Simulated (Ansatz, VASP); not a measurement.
FeSn2F12: VASP beside Ansatz

The input INCAR:

```
SYSTEM = FeSn2F12
PREC = Accurate
ENCUT = 520
EDIFF = 1E-6
ISMEAR = 0
SIGMA = 0.01
LREAL = Auto
LASPH = .True.
NELM = 150
ALGO = Normal
ISIF = 2
LWAVE = .False.
LCHARG = .True.
ISPIN = 2
MAGMOM = 0 0 4 0 0 0 0 0 0 0 0 0 0 0 0
LORBIT = 11
LMAXMIX = 4
GGA = PE
LELF = .True.
LVHAR = .True.
NBANDS = 77
```

KPOINTS

```
Automatic mesh
0
Gamma
  3 3 1
  0 0 0
```

POSCAR

```
FeSn2F12
1.0
   -2.0250000000      2.0250000000      3.9650000000
    2.0250000000     -2.0250000000      3.9650000000
    6.0750000000      6.0750000000    -11.8950000000
Sn Fe F
2 1 12
Direct
    0.0000000000      0.0000000000      0.0000000000
    0.0000000000      0.0000000000      0.3333333300
    0.0000000000      0.0000000000      0.6666666700
    0.2370000000      0.2370000000      0.0000000000
    0.2370000000      0.2370000000      0.3333333300
    0.2370000000      0.2370000000      0.6666666700
    0.7630000000      0.7630000000      0.0000000000
    0.7630000000      0.7630000000      0.3333333300
    0.7630000000      0.7630000000      0.6666666700
    0.5000000000      0.0000000000      0.1666666700
    0.5000000000      0.0000000000      0.5000000000
    0.5000000000      0.0000000000      0.8333333300
    0.0000000000      0.5000000000      0.1666666700
    0.0000000000      0.5000000000      0.5000000000
    0.0000000000      0.5000000000      0.8333333300
```

Input for Ansatz:

```yaml
crystal:
  lattice:
    - [-2.025, 2.025, 3.965]
    - [2.025, -2.025, 3.965]
    - [6.075, 6.075, -11.895]
  atoms:
    - { symbol: Sn, position: [0.0, 0.0, 0.0] }
    - { symbol: Sn, position: [0.0, 0.0, 0.33333333] }
    - { symbol: Fe, position: [0.0, 0.0, 0.66666667], spin: 4.0 }
    - { symbol: F, position: [0.237, 0.237, 0.0] }
    - { symbol: F, position: [0.237, 0.237, 0.33333333] }
    - { symbol: F, position: [0.237, 0.237, 0.66666667] }
    - { symbol: F, position: [0.763, 0.763, 0.0] }
    - { symbol: F, position: [0.763, 0.763, 0.33333333] }
    - { symbol: F, position: [0.763, 0.763, 0.66666667] }
    - { symbol: F, position: [0.5, 0.0, 0.16666667] }
    - { symbol: F, position: [0.5, 0.0, 0.5] }
    - { symbol: F, position: [0.5, 0.0, 0.83333333] }
    - { symbol: F, position: [0.0, 0.5, 0.16666667] }
    - { symbol: F, position: [0.0, 0.5, 0.5] }
    - { symbol: F, position: [0.0, 0.5, 0.83333333] }
magnetization:
  spin_polarized: true
hamiltonian:
  xc: pbe
  pseudopotentials: { kind: paw }
basis:
  ecutwfc: 420
kpoints:
  mp_grid: { grid: [3, 3, 1] }
scf:
  occupations: { method: gaussian, width: 0.01 }
output:
  forces: true
  stress: true
```

Alike in both runs: task single point; functional PBE; k mesh 3 × 3 × 1; occupations gaussian, width 0.01 eV; collinear spin.

```csv
,VASP,Ansatz
version,VASP 6.6.1,Ansatz 0.2.0
potentials or method,"VASP PAW PBE potentials, release 64 (Sn_d, Fe, F), cutoff 520 eV","PAW, plane waves, scalar-relativistic"
valence electrons in the cell,120,128
```

VASP gave:

```
pressure (GPa)                                                : 1.8
traceless stress, the component that is largest in VASP (GPa) : -1.94
rms of the force components (eV/Å)                            : 0.773
net moment per atom (μB)                                      : 0.27
size of the moment on the site where the two differ most (μB) : 3.37
```

Problem. What did Ansatz give for the same quantities?

Solution. Pressure (GPa): 1.3; traceless stress, the component that is largest in VASP (GPa): -2.73; rms of the force components (eV/Å): 0.772; net moment per atom (μB): 0.27; size of the moment on the site where the two differ most (μB): 3.14.

Site moments also hang on the region over which each program counts them. Atom by atom the forces differ by 0.072 eV/Å (rms over components). VASP's potentials hold 120 valence electrons a cell and Ansatz's 128, so a difference there can come from the potentials and not from the codes.

The k mesh is coarse, so the values compare programs but aren't converged.
